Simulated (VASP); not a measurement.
Wanted: the native input for a VASP 6.6.1 run.

- Task: single point
- Functional: PBE
- Potentials or basis: VASP PAW PBE potentials, release 64 (Mg, S)
- Cutoff: 520 eV
- k mesh: 6 × 6 × 2
- Occupations: gaussian, width 0.02 eV
- Spin: no spin polarisation
- Dipole correction: no
- Further INCAR settings: ALGO = Normal; EDIFF = 1e-07; NBANDS = 26

The structure of MgS lies in POSCAR:

```
MgS
1.0
    4.0405200759      0.0000000000      0.0000000000
   -2.0202600379      3.4991930302      0.0000000000
    0.0000000000      0.0000000000     13.0800279451
Mg S
4 4
Direct
    0.0000000000      0.0000000000      0.0948572732
    0.0000000000      0.0000000000      0.5948572732
    0.3333333333      0.6666666667      0.3439525086
    0.6666666667      0.3333333333      0.8439525086
    0.0000000000      0.0000000000      0.4057262008
    0.0000000000      0.0000000000      0.9057262008
    0.3333333333      0.6666666667      0.1554640174
    0.6666666667      0.3333333333      0.6554640174
```

One way to write it, as run:

INCAR

```
PREC = Accurate
ENCUT = 520
EDIFF = 1E-7
ISMEAR = 0
SIGMA = 0.02
LREAL = False
LASPH = True
NELM = 100
ALGO = Normal
ISIF = 2
LWAVE = False
LCHARG = False
GGA = PE
NBANDS = 26
```

KPOINTS

```
regular mesh
0
Gamma
  6 6 2
```

Potentials or basis: VASP PAW PBE potentials, release 64 (Mg, S).

Run with:

```bash
$ cat potpaw_PBE.64/Mg/POTCAR potpaw_PBE.64/S/POTCAR > POTCAR
$ mpirun -np 1 vasp_std > vasp.out
```

It gave:

```yaml
Pressure: -0.2 GPa
Band_gap_on_the_k_mesh: 3.37 eV, direct
```

Run time: 62 s on 1 thread of Intel(R) Xeon(R) Platinum 8488C (Sapphire Rapids) (shared host), peak memory 0.29 GiB.
